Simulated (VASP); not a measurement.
# SiC (P6_3mc) in VASP: notebook

The runs below take SiC through relaxation of the atoms, single point, with PBE, r2SCAN.

All numbers are computed with VASP 6.6.1; they aren't measurements. Logs are shortened: lines on timing, memory, paths and dates and some standing lists are left out, and cuts for length are marked.

## Step 1: The cell of the first run

It takes space group P6_3mc (No. 186, hexagonal). The conventional cell has a = 3.076 Å, b = 3.076 Å, c = 5.048 Å, α = 90.00°, β = 90.00°, γ = 120.00°. Within 2.5 Å of Si (site symmetry 3m) lie 4 C at 1.87 to 1.94 Å. Within 2.5 Å of C (site symmetry 3m) lie 4 Si at 1.87 to 1.94 Å.

## Step 2: Relaxation of the atoms, PBE

INCAR reads:

```
SYSTEM = SiC
ALGO = Normal
EDIFF = 1E-7
EDIFFG = -0.01
ENCUT = 520
GGA = PE
IBRION = 2
ISIF = 2
ISMEAR = 0
LASPH = .TRUE.
LCHARG = .FALSE.
LREAL = .FALSE.
LWAVE = .FALSE.
NELM = 100
NSW = 60
PREC = Accurate
SIGMA = 0.02
```

KPOINTS reads:

```
k-points
0
G
  12 12 6
  0 0 0
```

POSCAR reads:

```
SiC
1.0
    3.0760000000      0.0000000000      0.0000000000
   -1.5380000000      2.6638941420      0.0000000000
    0.0000000000      0.0000000000      5.0480000000
Si C
2 2
Direct
    0.3333333333      0.6666666667      0.0000000000
    0.6666666667      0.3333333333      0.5000000000
    0.3333333333      0.6666666667      0.3850000000
    0.6666666667      0.3333333333      0.8850000000
```

Potentials or basis: VASP PAW PBE potentials, release 64 (Si, C).

Run with:

```console
$ cat potpaw_PBE.64/Si/POTCAR potpaw_PBE.64/C/POTCAR > POTCAR
$ mpirun -np 1 vasp_std > vasp.out
```

OUTCAR:

```text
SYSTEM = SiC
   EDIFF = 1E-7
   EDIFFG = -0.01
   ENCUT = 520
   GGA = PE
   IBRION = 2
   ISIF = 2
   ISMEAR = 0
   LASPH = .TRUE.
   LREAL = .FALSE.
   NELM = 100
   NSW = 60
   PREC = Accurate

 ion  position               nearest neighbor table
   1  0.333  0.667  0.000-   4 1.87   4 1.87   4 1.87   3 1.94   2 3.09   2 3.09   2 3.09   2 3.09
                             2 3.09   2 3.09
   2  0.667  0.333  0.500-   3 1.87   3 1.87   3 1.87   4 1.94   1 3.09   1 3.09   1 3.09   1 3.09
                             1 3.09   1 3.09
   3  0.333  0.667  0.385-   2 1.87   2 1.87   2 1.87   1 1.94
   4  0.667  0.333  0.885-   1 1.87   1 1.87   1 1.87   2 1.94

  LATTYP: Found a hexagonal cell.
 ALAT       =     3.0760000000
 C/A-ratio  =     1.6410923277

  Lattice vectors:

 A1 = (   3.0760000000,   0.0000000000,   0.0000000000)
 A2 = (  -1.5380000000,   2.6638941420,   0.0000000000)
 A3 = (   0.0000000000,   0.0000000000,   5.0480000000)

Analysis of symmetry for initial positions (statically):
=====================================================================
 Subroutine PRICEL returns:
 Original cell was already a primitive cell.

 Routine SETGRP: Setting up the symmetry group for a
 hexagonal supercell.

 Subroutine GETGRP returns: Found 12 space group operations
 (whereof  6 operations were pure point group operations)
 out of a pool of 24 trial point group operations.

The static configuration has the point symmetry C_3v.
 The point group associated with its full space group is C_6v.

Analysis of symmetry for dynamics (positions and initial velocities):
=====================================================================
 Subroutine PRICEL returns:
 Original cell was already a primitive cell.

 Routine SETGRP: Setting up the symmetry group for a
 hexagonal supercell.

 Subroutine GETGRP returns: Found 12 space group operations
 (whereof  6 operations were pure point group operations)
 out of a pool of 24 trial point group operations.

The dynamic configuration has the point symmetry C_3v.
 The point group associated with its full space group is C_6v.

 Subroutine INISYM returns: Found 12 space group operations
 (whereof  6 operations are pure point group operations),
 and found     1 'primitive' translations

----------------------------------------------------------------------------------------

                                     Primitive cell

[... 114 lines left out ...]
     AMIX_MAG =   1.60;   BMIX_MAG =  1.00
  volume/ion in A,a.u.               =      10.34        69.78
  Fermi-wavevector in a.u.,A,eV,Ry     =   1.192817  2.254098 19.358549  1.422813
  Thomas-Fermi vector in A             =   2.328847
   LORBIT       =      0    0 simple, 1 ext, 2 COOP (PROOUT), +10 PAW based schemes
   GGA     = PE    functional components
   LHFCALC =     F    Hartree Fock is set to
   AEXX    =    0.0000 exact exchange contribution
   IVDW    =     0    specifies the selected vdW correction
   LEPSILON=     F    determine dielectric tensor
   LRPA    =     F    only Hartree local field effects (RPA)
 conjugate gradient relaxation of ions
 non-spin polarized calculation
 Gauss-broadening in eV      SIGMA  =   0.02
  energy-cutoff  :      520.00
  volume of cell :       41.36
 maximum number of plane-waves:      1132
 NGX is ok and might be reduce to    24
   NGX = 11   NGY = 11   NGZ = 19

--------------------------------------- Ionic step        1  -------------------------------------------

 number of electron      16.0000000 magnetization

 Free energy of the ion-electron system (eV)
  ---------------------------------------------------
  ext. energy  EPLUGINS =         0.00000000
  ---------------------------------------------------
  free energy    TOTEN  =       -30.06728676 eV

  energy without entropy =      -30.06728676  energy(sigma->0) =      -30.06728676

------------------------ aborting loop because EDIFF is reached ----------------------------------------

  FORCE on cell =-STRESS in cart. coord.  units (eV):
  Direction    XX          YY          ZZ          XY          YZ          ZX
  --------------------------------------------------------------------------------------
  -------------------------------------------------------------------------------------
  Total        1.3560474      1.3560474      0.1065830      0.0000000      0.0000000      0.0000000
  in kB       52.5246079     52.5246079      4.1283458      0.0000000      0.0000000      0.0000000
  external PRESSURE =      36.3925206 kB  Pullay stress =       0.0000000 kB
[... 63 lines left out ...]
--------------------------------------- Ionic step        3  -------------------------------------------

 number of electron      15.9999999 magnetization

 Free energy of the ion-electron system (eV)
  ---------------------------------------------------
  ext. energy  EPLUGINS =         0.00000000
  ---------------------------------------------------
  free energy    TOTEN  =       -30.10346659 eV

  energy without entropy =      -30.10346659  energy(sigma->0) =      -30.10346659

 E-fermi :   8.4056     XC(G=0): -11.3503

 val. band max:        8.2597628261   @ k =   0.0000   0.0000   0.0000
 cond. band min:      10.5347597101   @ k =   0.3333   0.3333   0.0000
 fundamental gap:      2.2749968840
 Fermi energy:         8.4056472782

 k-point     1 :       0.0000    0.0000    0.0000
  band No.  band energies     occupation
      1      -7.3096      2.00000
      2      -3.7426      2.00000
      3      -0.4380      2.00000
      4       6.9427      2.00000
      5       6.9427      2.00000
      6       8.1480      2.00000
      7       8.2598      2.00000
      8       8.2598      2.00000
      9      13.0630      0.00000
     10      14.4698      0.00000
     11      14.9251      0.00000
     12      14.9251      0.00000
[... 331 lines left out ...]
 k-point    24 :       0.3333    0.0000    0.1667
  band No.  band energies     occupation
      1      -5.3336      2.00000
      2      -2.7776      2.00000
      3       0.9326      2.00000
      4       2.6199      2.00000
      5       3.4821      2.00000
      6       5.4111      2.00000
      7       6.6564      2.00000
      8       7.1565      2.00000
      9      11.6490      0.00000
     10      12.7485      0.00000
     11      15.0903      0.00000
     12      16.0975      0.00000

 [... further k-points ...]

------------------------ aborting loop because EDIFF is reached ----------------------------------------

  FORCE on cell =-STRESS in cart. coord.  units (eV):
  Direction    XX          YY          ZZ          XY          YZ          ZX
  --------------------------------------------------------------------------------------
  -------------------------------------------------------------------------------------
  Total        0.8716288      0.8716288      0.8610490      0.0000000      0.0000000      0.0000000
  in kB       33.7613274     33.7613274     33.3515345      0.0000000      0.0000000      0.0000000
  external PRESSURE =      33.6247298 kB  Pullay stress =       0.0000000 kB
[... 19 lines left out ...]
  FREE ENERGIE OF THE ION-ELECTRON SYSTEM (eV)
  ---------------------------------------------------
  free  energy   TOTEN  =       -30.1034665855 eV

  energy  without entropy=      -30.1034665855  energy(sigma->0) =      -30.10346659

 reached required accuracy - stopping structural energy minimisation
```

OSZICAR:

```text
N       E                     dE             d eps       ncg     rms          rms(c)
DAV:   1     0.387972736836E+02    0.38797E+02   -0.75401E+03  1824   0.120E+03
DAV:   2    -0.307085170581E+02   -0.69506E+02   -0.63143E+02  2688   0.192E+02
DAV:   3    -0.337763722339E+02   -0.30679E+01   -0.30522E+01  2392   0.409E+01
[... 25 lines left out ...]
DAV:   3    -0.301034548621E+02    0.56269E-03   -0.96341E-04  2192   0.299E-01    0.394E-02
DAV:   4    -0.301034665648E+02   -0.11703E-04   -0.34394E-04  2252   0.134E-01    0.230E-02
DAV:   5    -0.301034664185E+02    0.14629E-06   -0.13458E-05  2136   0.329E-02    0.138E-02
DAV:   6    -0.301034666911E+02   -0.27264E-06   -0.93529E-07  2228   0.922E-03    0.163E-03
DAV:   7    -0.301034665878E+02    0.10329E-06   -0.31955E-07  2064   0.498E-03    0.373E-04
DAV:   8    -0.301034665855E+02    0.23047E-08   -0.42201E-08  1080   0.167E-03
   3 F= -.30103467E+02 E0= -.30103467E+02  d E =-.361798E-01
```

Run time: 38 s. Hardware: 1 thread of Intel Xeon Platinum 8488C (Sapphire Rapids), shared host; peak memory 0.17 GiB.

What came out:

| Item | Value |
| --- | --- |
| Free energy | -30.1035 eV |
| Energy gained by relaxing | 9.0 meV/atom |
| Ionic steps | 3 |
| Pressure after relaxing | 3.4 GPa |
| Band gap on the k mesh | 2.27 eV, indirect (least direct gap 3.97 eV) |

Step by step:
```tsv
step	energy change (eV)	largest force (eV/Å)	pressure (GPa)
1	0.0000	0.7527	3.64
2	-0.0233	0.4995	3.40
3	-0.0362	0.0003	3.36
```

Final structure:
```yaml
crystal:
  lattice:
    - [3.07600, 0.00000, 0.00000]
    - [-1.53800, 2.66389, 0.00000]
    - [0.00000, 0.00000, 5.04800]
  atoms:
    - { symbol: Si, position: [0.33333, 0.66667, 0.00459] }
    - { symbol: Si, position: [0.66667, 0.33333, 0.50459] }
    - { symbol: C, position: [0.33333, 0.66667, 0.38041] }
    - { symbol: C, position: [0.66667, 0.33333, 0.88041] }
```

(Continued in part 2 of 2.)
